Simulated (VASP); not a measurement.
# La3Hf (Pm-3m) in VASP: further runs

La3Hf is run at these levels: PBEsol; tasks: single point.

Everything below comes from runs of VASP 6.6.1. Logs are shortened: lines on timing, memory, paths and dates and some standing lists are left out, and cuts for length are marked.

## Step 1: The cell of the first run

It takes space group Pm-3m (No. 221, cubic). Conventional cell: a = 5.045 Å, b = 5.045 Å, c = 5.045 Å, α = 90.00°, β = 90.00°, γ = 90.00°. Within 4.7 Å of Hf (site symmetry m-3m) lie 12 La at 3.57 Å. Within 4.7 Å of La (site symmetry 4/mmm) lie 4 Hf at 3.57 Å and 8 La at 3.57 Å.

## Step 2: Single point, PBEsol

The input, INCAR:

```
SYSTEM = La3Hf
PREC = Accurate ; ENCUT = 520
EDIFF = 1E-6 ; ISMEAR = 0
SIGMA = 0.05 ; LREAL = .FALSE.
LASPH = .TRUE. ; NELM = 100
ALGO = Normal ; ISIF = 2
LWAVE = .FALSE. ; LCHARG = .FALSE.
GGA = PS ; NBANDS = 30
```

The input, KPOINTS:

```
Automatic mesh
0
G
  5 5 5
  0 0 0
```

The input, POSCAR:

```
La3Hf
1.0
    5.0451320000      0.0000000000      0.0000000000
    0.0000000000      5.0451320000      0.0000000000
    0.0000000000      0.0000000000      5.0451320000
Hf La
1 3
Direct
    0.0000000000      0.0000000000      0.0000000000
    0.5000000000      0.5000000000      0.0000000000
    0.5000000000      0.0000000000      0.5000000000
    0.0000000000      0.5000000000      0.5000000000
```

Potentials or basis: VASP PAW PBE potentials, release 64 (Hf_pv, La).

On the command line:

```sh
$ cat potpaw_PBE.64/Hf_pv/POTCAR potpaw_PBE.64/La/POTCAR > POTCAR
$ mpirun -np 1 vasp_std > vasp.out
```

OUTCAR:

```text
SYSTEM = La3Hf
   PREC = Accurate
   ENCUT = 520
   EDIFF = 1E-6
   ISMEAR = 0
   LREAL = .FALSE.
   LASPH = .TRUE.
   NELM = 100
   ISIF = 2
   GGA = PS

 ion  position               nearest neighbor table
   1  0.000  0.000  0.000-   2 3.57   3 3.57   4 3.57   3 3.57   4 3.57   2 3.57   4 3.57   4 3.57
                             2 3.57   3 3.57   3 3.57   2 3.57
   2  0.500  0.500  0.000-   1 3.57   3 3.57   4 3.57   3 3.57   4 3.57   1 3.57   3 3.57   3 3.57
                             1 3.57   4 3.57   4 3.57   1 3.57
   3  0.500  0.000  0.500-   1 3.57   2 3.57   4 3.57   1 3.57   2 3.57   2 3.57   4 3.57   2 3.57
                             1 3.57   4 3.57   1 3.57   4 3.57
   4  0.000  0.500  0.500-   1 3.57   2 3.57   3 3.57   1 3.57   2 3.57   1 3.57   3 3.57   1 3.57
                             2 3.57   3 3.57   2 3.57   3 3.57

  LATTYP: Found a simple cubic cell.
 ALAT       =     5.0451320000

  Lattice vectors:

 A1 = (   5.0451320000,   0.0000000000,   0.0000000000)
 A2 = (   0.0000000000,   5.0451320000,   0.0000000000)
 A3 = (   0.0000000000,   0.0000000000,   5.0451320000)

Analysis of symmetry for initial positions (statically):
=====================================================================
 Subroutine PRICEL returns:
 Original cell was already a primitive cell.

 Routine SETGRP: Setting up the symmetry group for a
 simple cubic supercell.

 Subroutine GETGRP returns: Found 48 space group operations
 (whereof 48 operations were pure point group operations)
 out of a pool of 48 trial point group operations.

The static configuration has the point symmetry O_h .

Analysis of symmetry for dynamics (positions and initial velocities):
=====================================================================
 Subroutine PRICEL returns:
 Original cell was already a primitive cell.

 Routine SETGRP: Setting up the symmetry group for a
 simple cubic supercell.

 Subroutine GETGRP returns: Found 48 space group operations
 (whereof 48 operations were pure point group operations)
 out of a pool of 48 trial point group operations.

The dynamic configuration has the point symmetry O_h .

 Subroutine INISYM returns: Found 48 space group operations
 (whereof 48 operations are pure point group operations),
 and found     1 'primitive' translations

----------------------------------------------------------------------------------------

                                     Primitive cell

  volume of cell :     128.4155

  direct lattice vectors                    reciprocal lattice vectors
     5.045132000  0.000000000  0.000000000     0.198210869  0.000000000  0.000000000
     0.000000000  5.045132000  0.000000000     0.000000000  0.198210869  0.000000000
     0.000000000  0.000000000  5.045132000     0.000000000  0.000000000  0.198210869

  length of vectors
     5.045132000  5.045132000  5.045132000     0.198210869  0.198210869  0.198210869

  position of ions in fractional coordinates (direct lattice)
     0.000000000  0.000000000  0.000000000
     0.500000000  0.500000000  0.000000000
     0.500000000  0.000000000  0.500000000
     0.000000000  0.500000000  0.500000000

  ion indices of the primitive-cell ions
   primitive index   ion index
                 1           1
                 2           2
                 3           3
                 4           4

----------------------------------------------------------------------------------------

 KPOINTS: Automatic mesh

Automatic generation of k-mesh.
 Grid dimensions read from file:
 generate k-points for:    5    5    5

 Generating k-lattice:

  Cartesian coordinates                     Fractional coordinates (reciprocal lattice)
     0.039642174  0.000000000  0.000000000     0.200000000  0.000000000  0.000000000
     0.000000000  0.039642174  0.000000000     0.000000000  0.200000000  0.000000000
     0.000000000  0.000000000  0.039642174     0.000000000  0.000000000  0.200000000

  Length of vectors
     0.039642174  0.039642174  0.039642174

  Shift w.r.t. Gamma in fractional coordinates (k-lattice)
     0.000000000  0.000000000  0.000000000

 Subroutine IBZKPT returns following result:
 ===========================================

 Found     10 irreducible k-points:

 Following reciprocal coordinates:
            Coordinates               Weight
  0.000000  0.000000  0.000000      1.000000
  0.200000  0.000000  0.000000      6.000000
  0.400000  0.000000  0.000000      6.000000
  0.200000  0.200000  0.000000     12.000000
  0.400000  0.200000  0.000000     24.000000
  0.400000  0.400000  0.000000     12.000000
  0.200000  0.200000  0.200000      8.000000
  0.400000  0.200000  0.200000     24.000000
  0.400000  0.400000  0.200000     24.000000
  0.400000  0.400000  0.400000      8.000000
   k-points           NKPTS =     10   k-points in BZ     NKDIM =     10   number of bands    NBANDS=     30
   number of dos      NEDOS =    301   number of ions     NIONS =      4
   total plane-waves  NPLWV =  64000
   dimension x,y,z NGX =    40 NGY =   40 NGZ =   40
   dimension x,y,z NGXF=    80 NGYF=   80 NGZF=   80
   ions per type =               1   3
   NGX,Y,Z   is equivalent  to a cutoff of  13.18, 13.18, 13.18 a.u.
   NGXF,Y,Z  is equivalent  to a cutoff of  26.36, 26.36, 26.36 a.u.
 SYSTEM =  La3Hf
   PREC   = accura    normal or accurate (medium, high low for compatibility)
   ISTART =      0    job   : 0-new  1-cont  2-samecut
   ICHARG =      2    charge: 1-file 2-atom 10-const
   ISPIN  =      1    spin polarized calculation?
   LNONCOLLINEAR =      F non collinear calculations
   LSORBIT =      F    spin-orbit coupling
   LASPH  =      T    aspherical Exc in radial PAW
   ENCUT  =  520.0 eV  38.22 Ry    6.18 a.u.   9.38  9.38  9.38*2*pi/ulx,y,z
   NELM   =    100;   NELMIN=  2; NELMDL= -5     # of ELM steps
   EDIFF  = 0.1E-05   stopping-criterion for ELM
   LREAL  =      F    real-space projection
   EDIFFG = 0.1E-04   stopping-criterion for IOM
   NSW    =      0    number of steps for IOM
   IBRION =     -1    ionic relax: 0-MD 1-quasi-New 2-CG
   NFREE  =      0    steps in history (QN), initial steepest desc. (CG)
   ISIF   =      2    stress and relaxation
   ISYM   =      2    0-nonsym 1-usesym 2-fastsym
   POTIM  = 0.5000    time-step for ionic-motion
   TEBEG  =    0.0;   TEEND  =   0.0 temperature during run
   PSTRESS=    0.0 pullay stress
   NELECT =      43.0000    total number of electrons
   NUPDOWN=      -1.0000    fix difference up-down
   EMIN   =  10.00;   EMAX   =-10.00  energy-range for DOS
   EFERMI =   0.00;   METHOD = LEGACY
   ISMEAR =     0;   SIGMA  =   0.05  broadening in eV -4-tet -1-fermi 0-gaus
   EFERMI_NEDOS =   21; number of points for ismear=-14 and -15
   IALGO  =     38    algorithm
   IMIX   =      4    mixing-type and parameters
     AMIX     =   0.40;   BMIX     =  1.00
     AMIX_MAG =   1.60;   BMIX_MAG =  1.00
  volume/ion in A,a.u.               =      32.10       216.65
  Fermi-wavevector in a.u.,A,eV,Ry     =   1.136820  2.148279 17.583628  1.292360
  Thomas-Fermi vector in A             =   2.273525
   LORBIT       =      0    0 simple, 1 ext, 2 COOP (PROOUT), +10 PAW based schemes
   GGA     = PS    functional components
   LHFCALC =     F    Hartree Fock is set to
   AEXX    =    0.0000 exact exchange contribution
   IVDW    =     0    specifies the selected vdW correction
   LEPSILON=     F    determine dielectric tensor
   LRPA    =     F    only Hartree local field effects (RPA)
 non-spin polarized calculation
 Gauss-broadening in eV      SIGMA  =   0.05
  energy-cutoff  :      520.00
  volume of cell :      128.42
 maximum number of plane-waves:      3482
 NGX is ok and might be reduce to    40
   NGX = 19   NGY = 19   NGZ = 19

 number of electron      42.9999997 magnetization

 Free energy of the ion-electron system (eV)
  ---------------------------------------------------
  ext. energy  EPLUGINS =         0.00000000
  ---------------------------------------------------
  free energy    TOTEN  =       -25.73070924 eV

  energy without entropy =      -25.72223503  energy(sigma->0) =      -25.72647214

 E-fermi :   7.5678     XC(G=0): -10.1788

 val. band max:        7.4438960435   @ k =   0.4000   0.2000   0.2000
 cond. band min:       7.5724721745   @ k =   0.4000   0.4000   0.0000
 fundamental gap:      0.1285761310
 Fermi energy:         7.5678304456

 k-point     1 :       0.0000    0.0000    0.0000
  band No.  band energies     occupation
      1     -25.0192      2.00000
      2     -24.6750      2.00000
      3     -24.6750      2.00000
      4     -23.6216      2.00000
      5     -23.6216      2.00000
      6     -23.6216      2.00000
[... 22 lines left out ...]
     29       9.4400      0.00000
     30       9.7240      0.00000

 k-point     2 :       0.2000    0.0000    0.0000
  band No.  band energies     occupation
      1     -24.9931      2.00000
      2     -24.7059      2.00000
      3     -24.6745      2.00000
      4     -23.6214      2.00000
      5     -23.6214      2.00000
      6     -23.6177      2.00000
[... 22 lines left out ...]
     29       9.5391      0.00000
     30       9.7334      0.00000

 k-point     3 :       0.4000    0.0000    0.0000
  band No.  band energies     occupation
      1     -24.9325      2.00000
      2     -24.7740      2.00000
      3     -24.6736      2.00000
      4     -23.6212      2.00000
      5     -23.6212      2.00000
      6     -23.6117      2.00000
[... 22 lines left out ...]
     29       9.3872      0.00000
     30       9.4218      0.00000

 k-point     4 :       0.2000    0.2000    0.0000
  band No.  band energies     occupation
      1     -24.9683      2.00000
      2     -24.7173      2.00000
      3     -24.6906      2.00000
      4     -23.6213      2.00000
      5     -23.6195      2.00000
      6     -23.6171      2.00000
[... 154 lines left out ...]
     29       9.2254      0.00000
     30       9.4322      0.00000

 k-point     9 :       0.4000    0.4000    0.2000
  band No.  band energies     occupation
      1     -24.8403      2.00000
      2     -24.7814      2.00000
      3     -24.7537      2.00000
      4     -23.6218      2.00000
      5     -23.6190      2.00000
      6     -23.6174      2.00000
[... 22 lines left out ...]
     29       9.1145      0.00000
     30       9.3018      0.00000

 k-point    10 :       0.4000    0.4000    0.4000
  band No.  band energies     occupation
      1     -24.8122      2.00000
      2     -24.7775      2.00000
      3     -24.7775      2.00000
      4     -23.6226      2.00000
      5     -23.6226      2.00000
      6     -23.6207      2.00000
[... 22 lines left out ...]
     29       9.1223      0.00000
     30       9.2408      0.00000

------------------------ aborting loop because EDIFF is reached ----------------------------------------

  FORCE on cell =-STRESS in cart. coord.  units (eV):
  Direction    XX          YY          ZZ          XY          YZ          ZX
  --------------------------------------------------------------------------------------
  -------------------------------------------------------------------------------------
  Total       -2.1690878     -2.1690878     -2.1690878      0.0000000      0.0000000      0.0000000
  in kB      -27.0626370    -27.0626370    -27.0626370      0.0000000      0.0000000      0.0000000
  external PRESSURE =     -27.0626370 kB  Pullay stress =       0.0000000 kB

 VOLUME and BASIS-vectors are now :
 -----------------------------------------------------------------------------
  energy-cutoff  :      520.00
  volume of cell :      128.42
      direct lattice vectors                 reciprocal lattice vectors
     5.045132000  0.000000000  0.000000000     0.198210869  0.000000000  0.000000000
     0.000000000  5.045132000  0.000000000     0.000000000  0.198210869  0.000000000
     0.000000000  0.000000000  5.045132000     0.000000000  0.000000000  0.198210869

 POSITION                                       TOTAL-FORCE (eV/Angst)
 -----------------------------------------------------------------------------------
      0.00000      0.00000      0.00000         0.000000      0.000000      0.000000
      2.52257      2.52257      0.00000         0.000000      0.000000      0.000000
      2.52257      0.00000      2.52257         0.000000      0.000000      0.000000
      0.00000      2.52257      2.52257         0.000000      0.000000      0.000000
 -----------------------------------------------------------------------------------
    total drift:                                0.000000     -0.000000     -0.000000

  FREE ENERGIE OF THE ION-ELECTRON SYSTEM (eV)
  ---------------------------------------------------
  free  energy   TOTEN  =       -25.7307092442 eV

  energy  without entropy=      -25.7222350314  energy(sigma->0) =      -25.72647214
```

Run time: 57 s. Hardware: 1 thread of Intel Xeon Platinum 8559C (Emerald Rapids), shared host; peak memory 0.25 GiB.

What came out:

```
Free energy            : -25.7307 eV
Pressure               : -2.7 GPa
Band gap on the k mesh : zero (an odd number of electrons rules out a gap without spin polarisation)
```

Levels at points of the mesh, in eV from the Fermi level:
| k point | band 20 | band 21 | band 22 | band 23 | band 24 | band 25 |
| --- | --- | --- | --- | --- | --- | --- |
| (0.00, 0.00, 0.00) | -1.64 | -1.64 | -1.64 | 1.38 | 1.38 | 1.38 |

Caveat: the PAW data sets were made with another functional, which shifts forces and pressure a little; spin-orbit coupling is left out, which moves the levels of the heavy elements.

## Step 3: Single point, PBEsol

The input, INCAR:

```
SYSTEM = La3Hf
PREC = Accurate
ENCUT = 520
EDIFF = 1E-6
ISMEAR = 0
SIGMA = 0.05
LREAL = .False.
LASPH = .True.
NELM = 60
ALGO = Fast
ISIF = 2
LWAVE = .False.
LCHARG = .False.
GGA = PS
NBANDS = 30
```

The input, KPOINTS:

```
Automatic mesh
0
Gamma
  6 6 6
  0 0 0
```

POSCAR is that of step 2.

Potentials or basis: VASP PAW PBE potentials, release 64 (Hf_pv, La).

On the command line:

```sh
$ cat potpaw_PBE.64/Hf_pv/POTCAR potpaw_PBE.64/La/POTCAR > POTCAR
$ mpirun -np 1 vasp_std > vasp.out
```

Wall time 4.3 min (1 thread of Intel Xeon Platinum 8559C (Emerald Rapids), shared host); peak memory 0.3 GiB.

Results (log left out):

```
Free energy            : -25.7391 eV
Pressure               : -2.5 GPa
Band gap on the k mesh : zero (an odd number of electrons rules out a gap without spin polarisation)
```

Levels at points of the mesh, in eV from the Fermi level:
```
           k point  band 19  band 20  band 21  band 22  band 23  band 24  band 25  band 26
(0.00, 0.00, 0.00)    -2.08    -1.62    -1.62    -1.62     1.45     1.71     1.86     1.88
(0.50, 0.00, 0.00)    -0.78    -0.68    -0.51     0.08     0.08     0.41     0.41     0.58
(0.50, 0.50, 0.00)    -0.55    -0.35     0.09     0.15     0.15     0.28     0.28     0.38
(0.50, 0.50, 0.50)    -1.75     0.98     1.11     1.27     1.44     1.48     1.49     1.51
```

Caveat: the PAW data sets were made with another functional, which shifts forces and pressure a little; spin-orbit coupling is left out, which moves the levels of the heavy elements.

(Continued in part 2 of 3.)

The gap in the log of VASP goes by the Fermi energy; the results here count the filled bands.